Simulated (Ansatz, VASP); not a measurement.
One calculation of Cd4Se3, two programs

```
CELL_PARAMETERS angstrom
5.81387 0.00000 0.00000
0.00000 5.81387 0.00000
0.00000 0.00000 5.81387
ATOMIC_POSITIONS crystal
Cd 0.70930 0.70930 0.70930
Cd 0.29070 0.29070 0.70930
Cd 0.29070 0.70930 0.29070
Cd 0.70930 0.29070 0.29070
Se 0.00000 0.00000 0.50000
Se 0.50000 0.00000 0.00000
Se 0.00000 0.50000 0.00000
```

Change from the starting cell: species swapped into the Ge3As4 type (P-43m, No. 215).

Alike in both runs: task relaxation of cell and atoms; functional PBE; k mesh 6 × 6 × 6; occupations gaussian, width 0.01 eV; no spin polarisation.

```csv
,VASP,Ansatz
version,VASP 6.6.1,Ansatz 0.2.0
potentials or method,"VASP PAW PBE potentials, release 64 (Cd, Se), cutoff 600 eV","scalar-relativistic, plane waves, PAW"
valence electrons in the cell,66,128
```

Ansatz gave:

| Property | Result |
| --- | --- |
| gap on the k mesh at the Fermi level, each at its own relaxed structure (eV) | 0.32 |
| relaxed volume (Å³/atom) | 27.77 |
| relaxed length of the cell vector where the two differ most in proportion (Å) | 5.793 |

Question: Estimate VASP's values.

Answer: gap on the k mesh at the Fermi level, each at its own relaxed structure (eV): 0.31; relaxed volume (Å³/atom): 27.88; relaxed length of the cell vector where the two differ most in proportion (Å): 5.800.

VASP's potentials hold 66 valence electrons a cell and Ansatz's 128, so a difference there can come from the potentials and not from the codes.
